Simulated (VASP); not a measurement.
Set up this calculation in VASP 6.6.1, as the native input.

* Task: single point
* Functional: PBE
* Potentials or basis: VASP PAW PBE potentials, release 64 (Mg, Hf_pv)
* Cutoff: 520 eV
* k mesh: 7 × 7 × 7
* Occupations: methfessel-paxton, width 0.1 eV
* Spin: no spin polarisation
* Dipole correction: no
* Further INCAR settings: ALGO = Normal; EDIFF = 1e-06; NBANDS = 16

The structure of HfMg3 lies in POSCAR:

```
HfMg3
1.0
   -2.1809044719      2.1809044719      4.3930714549
    2.1809044719     -2.1809044719      4.3930714549
    2.1809044719      2.1809044719     -4.3930714549
Mg Hf
3 1
Direct
    0.5000000000      0.5000000000      0.0000000000
    0.2500000000      0.7500000000      0.5000000000
    0.7500000000      0.2500000000      0.5000000000
    0.0000000000      0.0000000000      0.0000000000
```

One way to write it, as run:

INCAR

```
SYSTEM = HfMg3
ALGO = Normal ; EDIFF = 1E-6
ENCUT = 520 ; GGA = PE
ISIF = 2 ; ISMEAR = 1
LASPH = .True. ; LCHARG = .False.
LREAL = .False. ; LWAVE = .False.
NBANDS = 16 ; NELM = 100
PREC = Accurate ; SIGMA = 0.1
```

KPOINTS

```
k-points
0
Gamma
  7 7 7
  0 0 0
```

Potentials or basis: VASP PAW PBE potentials, release 64 (Mg, Hf_pv).

Run with:

```sh
$ cat potpaw_PBE.64/Mg/POTCAR potpaw_PBE.64/Hf_pv/POTCAR > POTCAR
$ mpirun -np 1 vasp_std > vasp.out
```

Results of the run:

| Property | Result |
| --- | --- |
| Pressure | 3.5 GPa |
| Band gap on the k mesh | zero (band 8 reaches 4.00 eV, above the bottom of band 9 at 2.51 eV) |

Caveat: spin-orbit coupling is left out, which moves the levels of the heavy elements.

Wall time 63 s on 1 thread of Intel(R) Xeon(R) Platinum 8259CL CPU @ 2.50GHz (Skylake/Cascade Lake), with other jobs on the host, peak memory 0.26 GiB.
